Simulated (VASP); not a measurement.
**Al: single point with PBE**

The system is Al.

```
CELL_PARAMETERS angstrom
0.00000 1.96069 2.15676
1.96069 0.00000 2.15676
1.96069 1.96069 0.00000
ATOMIC_POSITIONS crystal
Al 0.00000 0.00000 0.00000
```

This cell differs from its parent crystal: ratio of the length along z to the lengths across it x 1.1, volume and fractional coordinates fixed.

- Program: VASP 6.6.1
- Task: single point
- Functional: PBE
- Potentials or basis: VASP PAW PBE potentials, release 64 (Al)
- Cutoff: 520 eV
- k mesh: 22 × 22 × 22
- Occupations: gaussian, width 0.15 eV
- Spin: no spin polarisation

| Item | Value |
| --- | --- |
| Pressure | 0.2 GPa |

Stress tensor (GPa, compression positive):
```
 1.93  0.00  0.00
 0.00  1.93  0.00
 0.00  0.00 -3.30
```

Levels at points of the mesh, in eV from the Fermi level:
| k point | band 1 | band 2 | band 3 | band 4 | band 5 |
| --- | --- | --- | --- | --- | --- |
| (0.00, 0.00, 0.00) | -11.10 | 11.98 | 13.06 | 13.06 | 14.02 |
| (0.50, 0.00, 0.00) | -4.56 | -4.34 | 9.84 | 10.16 | 12.55 |
| (0.50, 0.50, 0.00) | -3.73 | -2.88 | 6.00 | 6.77 | 6.77 |
| (0.50, 0.00, 0.50) | -2.44 | -0.94 | 4.73 | 5.00 | 5.42 |

Run time: 40 s on 1 thread of Intel(R) Xeon(R) 6975P-C (Granite Rapids) (shared host), peak memory 0.2 GiB.
